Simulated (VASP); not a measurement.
Set up this calculation in VASP 6.6.1, as the native input.

| Item | Value |
| --- | --- |
| Task | single point |
| Functional | PBE |
| Potentials or basis | VASP PAW PBE potentials, release 64 (Ru_pv) |
| Cutoff | 520 eV |
| k mesh | 18 × 18 × 18 |
| Occupations | fermi-dirac, width 0.08 eV |
| Spin | no spin polarisation |
| Dipole correction | no |
| Further INCAR settings | ALGO = Normal; EDIFF = 1e-06; NBANDS = 13 |

The structure of Ru lies in POSCAR:

```
Ru
1.0
   -1.3428050849      1.3428050849      1.3428050849
    1.3428050849     -1.3428050849      1.3428050849
    1.3428050849      1.3428050849     -1.3428050849
Ru
1
Direct
    0.0000000000      0.0000000000      0.0000000000
```

This cell differs from its parent crystal: volume scaled by 0.68.

One way to write it, as run:

INCAR

```
SYSTEM = Ru
PREC = Accurate
ENCUT = 520
EDIFF = 1E-6
ISMEAR = -1
SIGMA = 0.08
LREAL = .False.
LASPH = .True.
NELM = 100
ALGO = Normal
ISIF = 2
LWAVE = .False.
LCHARG = .False.
GGA = PE
NBANDS = 13
```

KPOINTS

```
regular mesh
0
Gamma
  18 18 18
  0 0 0
```

Potentials or basis: VASP PAW PBE potentials, release 64 (Ru_pv).

Launch:

```sh
$ cat potpaw_PBE.64/Ru_pv/POTCAR > POTCAR
$ mpirun -np 1 vasp_std > vasp.out
```

It gave:

```json
{"Pressure": "267.0 GPa", "Band gap on the k mesh": "zero (band 7 reaches 23.48 eV, above the bottom of band 8 at 17.06 eV)"}
```

Run time: 15 s on 1 thread of Intel Xeon 6975P-C, with other jobs on the host, peak memory 0.14 GiB.
